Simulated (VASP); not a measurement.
Wanted: the native input for a VASP 6.6.1 run.

```
Task                   : single point
Functional             : LDA
Potentials or basis    : VASP PAW LDA potentials, release 64 (Pb_d, O, H)
Cutoff                 : 520 eV
k mesh                 : 3 × 3 × 1
Occupations            : gaussian, width 0.02 eV
Spin                   : no spin polarisation
Dipole correction      : no
Further INCAR settings : LREAL = Auto; ALGO = Normal; EDIFF = 1e-06; NBANDS = 77
```

The structure of H2Pb6O7 lies in POSCAR:

```
H2Pb6O7
1.0
    5.6214990000      0.0000000000      0.0000000000
   -2.8107490000      5.7559400000      0.0000000000
    0.0000000000      0.0000000000     18.7171000000
Pb O H
6 7 2
Direct
    0.7332698874      0.9669383281      0.1332764157
    0.4004283578      0.3008566802      0.0876961175
    0.3531406940      0.2126782072      0.2794682403
    0.0237431241      0.5513612025      0.2055000508
    0.9740102357      0.5055181256      0.4013043153
    0.6473578397      0.8169404129      0.3181832656
    0.0000000000      0.0000000000      0.0534270800
    0.4999999111      0.0000000000      0.0534270800
    0.6232544554      0.2431338756      0.1847099177
    0.1154159971      0.2447760053      0.1848146882
    0.2515261521      0.5206630020      0.3059675911
    0.7597312351      0.5252320212      0.3018078655
   -0.3522898496      0.6774599805      0.4248599409
    0.7570602884      1.1665899923      0.3911086119
   -0.3070130747      0.7934082009      0.4626118362
```

These files were run (other wordings do the same):

INCAR

```
SYSTEM = H2Pb6O7
PREC = Accurate ; ENCUT = 520
EDIFF = 1E-6 ; ISMEAR = 0
SIGMA = 0.02 ; LREAL = Auto
LASPH = .True. ; NELM = 60
ALGO = Normal ; ISIF = 2
LWAVE = .False. ; LCHARG = .True.
GGA = CA ; LELF = .True.
LVHAR = .True. ; NBANDS = 77
```

KPOINTS

```
regular mesh
0
Gamma
  3 3 1
  0 0 0
```

Potentials or basis: VASP PAW LDA potentials, release 64 (Pb_d, O, H).

Launch:

```bash
$ cat potpaw_LDA.64/Pb_d/POTCAR potpaw_LDA.64/O/POTCAR potpaw_LDA.64/H/POTCAR > POTCAR
$ mpirun -np 1 vasp_std > vasp.out
```

It gave:

```json
{"Largest force": "1.733 eV/Å", "Band gap on the k mesh": "zero (band 64 reaches -1.51 eV, above the bottom of band 65 at -1.58 eV)"}
```

Caveat: the k points lie up to 0.41 Å⁻¹ apart; spin-orbit coupling is left out, which moves the levels of the heavy elements.

It took 10 min on 1 thread of AMD EPYC 7R13 Processor (Zen 3) (shared host), peak memory 0.47 GiB.
